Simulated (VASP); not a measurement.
# MgO (R-3m) in VASP: single point with PBEsol

Aim: the single point of MgO with PBEsol.

All numbers are computed with VASP 6.6.1; they aren't measurements. Logs are shortened: lines on timing, memory, paths and dates and some standing lists are left out, and cuts for length are marked.

### Step 1. The cell of the first run

The structure is trigonal, space group R-3m (No. 166). Conventional cell: a = 3.053 Å, b = 3.053 Å, c = 6.954 Å, α = 90.00°, β = 90.00°, γ = 120.00°. Mg (site symmetry -3m) has 6 O at 2.11 Å within 2.8 Å. Within 2.8 Å of O (site symmetry -3m) lie 6 Mg at 2.11 Å.

### Step 2. Single point, PBEsol

INCAR reads:

```
PREC = Accurate ; ENCUT = 520
EDIFF = 1E-7 ; ISMEAR = 0
SIGMA = 0.05 ; LREAL = F
LASPH = T ; NELM = 100
ALGO = Normal ; ISIF = 2
LWAVE = F ; LCHARG = F
GGA = PS ; NBANDS = 11
```

KPOINTS reads:

```
regular mesh
0
Gamma
  10 10 10
```

POSCAR reads:

```
MgO
1.0
   -0.1007392680      2.0579593322      2.0579593322
    2.0579593322     -0.1007392680      2.0579593322
    2.0579593322      2.0579593322     -0.1007392680
Mg O
1 1
Direct
    0.0000000000      0.0000000000      0.0000000000
    0.5000000000      0.5000000000      0.5000000000
```

Potentials or basis: VASP PAW PBE potentials, release 64 (Mg, O).

Command:

```sh
$ cat potpaw_PBE.64/Mg/POTCAR potpaw_PBE.64/O/POTCAR > POTCAR
$ mpirun -np 1 vasp_std > vasp.out
```

OUTCAR:

```text
PREC = Accurate
   ENCUT = 520
   EDIFF = 1E-7
   ISMEAR = 0
   LREAL = F
   LASPH = T
   NELM = 100
   ISIF = 2
   GGA = PS

 ion  position               nearest neighbor table
   1  0.000  0.000  0.000-   2 2.11   2 2.11   2 2.11   2 2.11   2 2.11   2 2.11
   2  0.500  0.500  0.500-   1 2.11   1 2.11   1 2.11   1 2.11   1 2.11   1 2.11

  LATTYP: Found a trigonal (rhomboedric) cell.
 ALAT       =     2.9121369518
 COS(alpha) =     0.4505091948

  Lattice vectors:

 A1 = (  -0.1007392680,   2.0579593322,   2.0579593322)
 A2 = (   2.0579593322,  -0.1007392680,   2.0579593322)
 A3 = (   2.0579593322,   2.0579593322,  -0.1007392680)

Analysis of symmetry for initial positions (statically):
=====================================================================
 Subroutine PRICEL returns:
 Original cell was already a primitive cell.

 Routine SETGRP: Setting up the symmetry group for a
 trigonal (rhombohedral) supercell.

 Subroutine GETGRP returns: Found 12 space group operations
 (whereof 12 operations were pure point group operations)
 out of a pool of 12 trial point group operations.

The static configuration has the point symmetry D_3d.

Analysis of symmetry for dynamics (positions and initial velocities):
=====================================================================
 Subroutine PRICEL returns:
 Original cell was already a primitive cell.

 Routine SETGRP: Setting up the symmetry group for a
 trigonal (rhombohedral) supercell.

 Subroutine GETGRP returns: Found 12 space group operations
 (whereof 12 operations were pure point group operations)
 out of a pool of 12 trial point group operations.

The dynamic configuration has the point symmetry D_3d.

 Subroutine INISYM returns: Found 12 space group operations
 (whereof 12 operations are pure point group operations),
 and found     1 'primitive' translations

----------------------------------------------------------------------------------------

                                     Primitive cell

  volume of cell :      18.7107

  direct lattice vectors                    reciprocal lattice vectors
    -0.100739268  2.057959332  2.057959332    -0.225809753  0.237432314  0.237432314
     2.057959332 -0.100739268  2.057959332     0.237432314 -0.225809753  0.237432314
     2.057959332  2.057959332 -0.100739268     0.237432314  0.237432314 -0.225809753

  length of vectors
[... 83 lines left out ...]
   LREAL  =      F    real-space projection
   EDIFFG = 0.1E-05   stopping-criterion for IOM
   NSW    =      0    number of steps for IOM
   IBRION =     -1    ionic relax: 0-MD 1-quasi-New 2-CG
   NFREE  =      0    steps in history (QN), initial steepest desc. (CG)
   ISIF   =      2    stress and relaxation
   ISYM   =      2    0-nonsym 1-usesym 2-fastsym
   POTIM  = 0.5000    time-step for ionic-motion
   TEBEG  =    0.0;   TEEND  =   0.0 temperature during run
   PSTRESS=    0.0 pullay stress
   NELECT =       8.0000    total number of electrons
   NUPDOWN=      -1.0000    fix difference up-down
   EMIN   =  10.00;   EMAX   =-10.00  energy-range for DOS
   EFERMI =   0.00;   METHOD = LEGACY
   ISMEAR =     0;   SIGMA  =   0.05  broadening in eV -4-tet -1-fermi 0-gaus
   EFERMI_NEDOS =   21; number of points for ismear=-14 and -15
   IALGO  =     38    algorithm
   IMIX   =      4    mixing-type and parameters
     AMIX     =   0.40;   BMIX     =  1.00
     AMIX_MAG =   1.60;   BMIX_MAG =  1.00
  volume/ion in A,a.u.               =       9.36        63.13
  Fermi-wavevector in a.u.,A,eV,Ry     =   1.233318  2.330634 20.695468  1.521074
  Thomas-Fermi vector in A             =   2.368053
   LORBIT       =      0    0 simple, 1 ext, 2 COOP (PROOUT), +10 PAW based schemes
   GGA     = PS    functional components
   LHFCALC =     F    Hartree Fock is set to
   AEXX    =    0.0000 exact exchange contribution
   IVDW    =     0    specifies the selected vdW correction
   LEPSILON=     F    determine dielectric tensor
   LRPA    =     F    only Hartree local field effects (RPA)
 non-spin polarized calculation
 Gauss-broadening in eV      SIGMA  =   0.05
  energy-cutoff  :      520.00
  volume of cell :       18.71
 maximum number of plane-waves:       515
 NGX is ok and might be reduce to    24
   NGX = 11   NGY = 11   NGZ = 11

 number of electron       8.0000000 magnetization

 Free energy of the ion-electron system (eV)
  ---------------------------------------------------
  ext. energy  EPLUGINS =         0.00000000
  ---------------------------------------------------
  free energy    TOTEN  =       -12.45723640 eV

  energy without entropy =      -12.45723640  energy(sigma->0) =      -12.45723640

 E-fermi :   3.6820     XC(G=0): -11.3055

 val. band max:        3.4078362577   @ k =   0.0000   0.0000   0.0000
 cond. band min:       7.6206414173   @ k =   0.0000   0.0000   0.0000
 fundamental gap:      4.2128051596
 Fermi energy:         3.6819633135

 k-point     1 :       0.0000    0.0000    0.0000
  band No.  band energies     occupation
      1     -14.1248      2.00000
      2       2.9150      2.00000
      3       2.9150      2.00000
      4       3.4078      2.00000
      5       7.6206      0.00000
      6      17.9912      0.00000
      7      17.9912      0.00000
      8      20.2891      0.00000
      9      22.4225      0.00000
     10      24.4865      0.00000
     11      24.4865      0.00000
[... 309 lines left out ...]
 k-point    24 :       0.4000    0.3000   -0.0000
  band No.  band energies     occupation
      1     -12.8579      2.00000
      2      -0.5693      2.00000
      3       1.5343      2.00000
      4       2.2571      2.00000
      5      12.4769      0.00000
      6      13.0196      0.00000
      7      16.5446      0.00000
      8      20.7311      0.00000
      9      21.7117      0.00000
     10      27.8522      0.00000
     11      29.6028      0.00000

 [... further k-points ...]
[... 5 lines left out ...]
  --------------------------------------------------------------------------------------
  -------------------------------------------------------------------------------------
  Total       -0.0548272     -0.0548272     -0.0548272      0.7299253      0.7299253      0.7299253
  in kB       -4.6948098     -4.6948098     -4.6948098     62.5028756     62.5028756     62.5028756
  external PRESSURE =      -4.6948098 kB  Pullay stress =       0.0000000 kB

 VOLUME and BASIS-vectors are now :
 -----------------------------------------------------------------------------
  energy-cutoff  :      520.00
  volume of cell :       18.71
      direct lattice vectors                 reciprocal lattice vectors
    -0.100739268  2.057959332  2.057959332    -0.225809753  0.237432314  0.237432314
     2.057959332 -0.100739268  2.057959332     0.237432314 -0.225809753  0.237432314
     2.057959332  2.057959332 -0.100739268     0.237432314  0.237432314 -0.225809753

 POSITION                                       TOTAL-FORCE (eV/Angst)
 -----------------------------------------------------------------------------------
      0.00000      0.00000      0.00000        -0.000000      0.000000      0.000000
      2.00759      2.00759      2.00759         0.000000     -0.000000     -0.000000
 -----------------------------------------------------------------------------------
    total drift:                               -0.000000     -0.000000      0.000000

  FREE ENERGIE OF THE ION-ELECTRON SYSTEM (eV)
  ---------------------------------------------------
  free  energy   TOTEN  =       -12.4572363960 eV

  energy  without entropy=      -12.4572363960  energy(sigma->0) =      -12.45723640
```

Run time: 8 s. Hardware: 1 thread of Intel Xeon 6975P-C (Granite Rapids), shared host; peak memory 0.15 GiB.

Results:

| Item | Value |
| --- | --- |
| Free energy | -12.4572 eV |
| Pressure | -0.5 GPa |
| Band gap on the k mesh | 4.21 eV, direct |

Stress tensor (GPa, compression positive):
```
-0.47  6.25  6.25
 6.25 -0.47  6.25
 6.25  6.25 -0.47
```

Levels at points of the mesh, in eV from the valence-band top:
```csv
k point,band 1,band 2,band 3,band 4,band 5,band 6,band 7,band 8,band 9
"(0.00, 0.00, 0.00)",-17.53,-0.49,-0.49,0.00,4.21,14.58,14.58,16.88,19.01
"(0.50, 0.00, 0.00)",-16.28,-5.10,-1.05,-0.69,7.51,11.83,15.71,16.78,20.59
"(0.50, 0.50, 0.00)",-15.94,-4.47,-1.99,-1.39,8.32,9.79,12.53,17.93,19.08
"(0.50, 0.50, 0.50)",-16.03,-4.75,-1.30,-1.30,6.95,12.91,14.80,14.80,19.79
```

Caveat: the PAW data sets were made with another functional, which shifts forces and pressure a little.
